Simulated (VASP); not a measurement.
# KMgH3 (P4/mmm) in VASP: further runs, part 2 of 2

VASP 6.6.1. The steps go on from the part before.

## 4. Single point, LDA (strain -0.050 along x and y, +0.050 along z)

File INCAR:

```
SYSTEM = KMgH3
PREC = Accurate
ENCUT = 520
EDIFF = 1E-6
ISMEAR = 0
SIGMA = 0.05
LREAL = .False.
LASPH = .True.
NELM = 60
ALGO = Normal
ISIF = 2
LWAVE = .False.
LCHARG = .False.
NBANDS = 15
```

File KPOINTS:

```
Automatic mesh
0
Gamma
  8 8 8
  0 0 0
```

File POSCAR:

```
KMgH3
1.0
    3.8237500000      0.0000000000      0.0000000000
    0.0000000000      3.8237500000      0.0000000000
    0.0000000000      0.0000000000      4.2262500000
K Mg H
1 1 3
Direct
    0.0000000000      0.0000000000      0.0000000000
    0.5000000000      0.5000000000      0.5000000000
    0.0000000000      0.5000000000      0.5000000000
    0.5000000000      0.0000000000      0.5000000000
    0.5000000000      0.5000000000      0.0000000000
```

Potentials or basis: VASP PAW LDA potentials, release 64 (K_sv, Mg, H).

The run is started by

```sh
> cat potpaw_LDA.64/K_sv/POTCAR potpaw_LDA.64/Mg/POTCAR potpaw_LDA.64/H/POTCAR > POTCAR
> mpirun -np 1 vasp_std > vasp.out
```

OUTCAR:

```text
SYSTEM = KMgH3
   PREC = Accurate
   ENCUT = 520
   EDIFF = 1E-6
   ISMEAR = 0
   LREAL = .False.
   LASPH = .True.
   NELM = 60
   ISIF = 2

 ion  position               nearest neighbor table
   1  0.000  0.000  0.000-   2 3.43   2 3.43   2 3.43   2 3.43   2 3.43   2 3.43   2 3.43   2 3.43

   2  0.500  0.500  0.500-   3 1.91   4 1.91   4 1.91   3 1.91   5 2.11   5 2.11   1 3.43   1 3.43
                             1 3.43   1 3.43   1 3.43   1 3.43   1 3.43   1 3.43
   3  0.000  0.500  0.500-   2 1.91   2 1.91
   4  0.500  0.000  0.500-   2 1.91   2 1.91
   5  0.500  0.500  0.000-   2 2.11   2 2.11

  LATTYP: Found a simple tetragonal cell.
 ALAT       =     3.8237500000
 C/A-ratio  =     1.1052631579

  Lattice vectors:

 A1 = (   3.8237500000,   0.0000000000,   0.0000000000)
 A2 = (   0.0000000000,   3.8237500000,   0.0000000000)
 A3 = (   0.0000000000,   0.0000000000,   4.2262500000)

Analysis of symmetry for initial positions (statically):
=====================================================================
 Subroutine PRICEL returns:
 Original cell was already a primitive cell.

 Routine SETGRP: Setting up the symmetry group for a
[... 187 lines left out ...]
      5      -5.9133      2.00000
      6      -0.8723      2.00000
      7      -0.3971      2.00000
      8       4.6657      0.00000
      9       6.1292      0.00000
     10       6.1292      0.00000
     11       7.3073      0.00000
     12       8.5278      0.00000
     13       8.6163      0.00000
     14       8.6163      0.00000
[... 401 lines left out ...]
      2     -12.7666      2.00000
      3     -12.4787      2.00000
      4     -12.4159      2.00000
      5      -3.7551      2.00000
      6      -2.9077      2.00000
      7      -0.5959      2.00000
      8       4.4894      0.00000
      9       5.2905      0.00000
     10       6.0233      0.00000
     11       6.0948      0.00000
     12       8.5448      0.00000
     13       8.5529      0.00000
     14       9.6457      0.00000
     15      10.5679      0.00000

 [... further k-points ...]
[... 5 lines left out ...]
  --------------------------------------------------------------------------------------
  -------------------------------------------------------------------------------------
  Total        0.3070635      0.3070635     -1.7684437      0.0000000      0.0000000      0.0000000
  in kB        7.9616778      7.9616778    -45.8529887      0.0000000      0.0000000      0.0000000
  external PRESSURE =      -9.9765444 kB  Pullay stress =       0.0000000 kB

 VOLUME and BASIS-vectors are now :
 -----------------------------------------------------------------------------
  energy-cutoff  :      520.00
  volume of cell :       61.79
      direct lattice vectors                 reciprocal lattice vectors
     3.823750000  0.000000000  0.000000000     0.261523374  0.000000000  0.000000000
     0.000000000  3.823750000  0.000000000     0.000000000  0.261523374  0.000000000
     0.000000000  0.000000000  4.226250000     0.000000000  0.000000000  0.236616386

 POSITION                                       TOTAL-FORCE (eV/Angst)
 -----------------------------------------------------------------------------------
      0.00000      0.00000      0.00000         0.000000      0.000000      0.000000
      1.91187      1.91187      2.11313         0.000000      0.000000      0.000000
      0.00000      1.91187      2.11313         0.000000      0.000000      0.000000
      1.91187      0.00000      2.11313         0.000000      0.000000      0.000000
      1.91187      1.91187      0.00000         0.000000      0.000000      0.000000
 -----------------------------------------------------------------------------------
    total drift:                               -0.000000     -0.000000     -0.000000

  FREE ENERGIE OF THE ION-ELECTRON SYSTEM (eV)
  ---------------------------------------------------
  free  energy   TOTEN  =       -15.0661972900 eV

  energy  without entropy=      -15.0661972900  energy(sigma->0) =      -15.06619729
```

OSZICAR:

```text
N       E                     dE             d eps       ncg     rms          rms(c)
DAV:   1     0.584324530558E+02    0.58432E+02   -0.58355E+03  2250   0.813E+02
DAV:   2    -0.131034190473E+02   -0.71536E+02   -0.66270E+02  2782   0.217E+02
DAV:   3    -0.161302496693E+02   -0.30268E+01   -0.30163E+01  3300   0.342E+01
DAV:   4    -0.162334495676E+02   -0.10320E+00   -0.10318E+00  3024   0.562E+00
DAV:   5    -0.162346395721E+02   -0.11900E-02   -0.11900E-02  3281   0.627E-01    0.651E+00
DAV:   6    -0.153488265888E+02    0.88581E+00   -0.43507E-01  2908   0.389E+00    0.423E+00
DAV:   7    -0.150611219971E+02    0.28770E+00   -0.64590E-01  2964   0.398E+00    0.191E+00
DAV:   8    -0.150672529707E+02   -0.61310E-02   -0.60818E-02  2765   0.191E+00    0.539E-01
DAV:   9    -0.150660960328E+02    0.11569E-02   -0.20994E-03  3267   0.383E-01    0.141E-01
DAV:  10    -0.150662240321E+02   -0.12800E-03   -0.31491E-04  2975   0.104E-01    0.390E-02
DAV:  11    -0.150661967149E+02    0.27317E-04   -0.41310E-05  3217   0.412E-02    0.448E-03
DAV:  12    -0.150661972900E+02   -0.57515E-06   -0.48685E-06  2719   0.116E-02
   1 F= -.15066197E+02 E0= -.15066197E+02  d E =-.916987E-20
```

It took 18 s on 1 thread of Intel Xeon 6975P-C (Granite Rapids), shared host; peak memory 0.19 GiB.

What came out:

* Free energy: -15.0662 eV
* Pressure: -1.0 GPa
* Band gap on the k mesh: 2.22 eV, indirect (least direct gap 4.36 eV)

Caveat: the cell differs from its parent crystal (strain -0.050 along x and y, +0.050 along z).

## 5. The runs side by side

| cell | gap on the mesh (eV) | pressure (GPa) |
| --- | --- | --- |
| a = 4.226, b = 4.226, c = 3.924 Å, 5 atoms | 1.86 | -4.9 |
| a = 3.824, b = 3.824, c = 4.126 Å, 5 atoms | 2.30 | -0.3 |
| a = 3.824, b = 3.824, c = 4.226 Å, 5 atoms | 2.22 | -1.0 |

Alike in all rows: task single point; level LDA; potentials or basis VASP PAW LDA potentials, release 64 (K_sv, Mg, H); no spin polarisation; k mesh 8 × 8 × 8; cutoff (eV) 520; smearing gaussian 0.05 eV.

Total energies depend on the potentials used, so only differences within one code and one set of settings carry meaning.
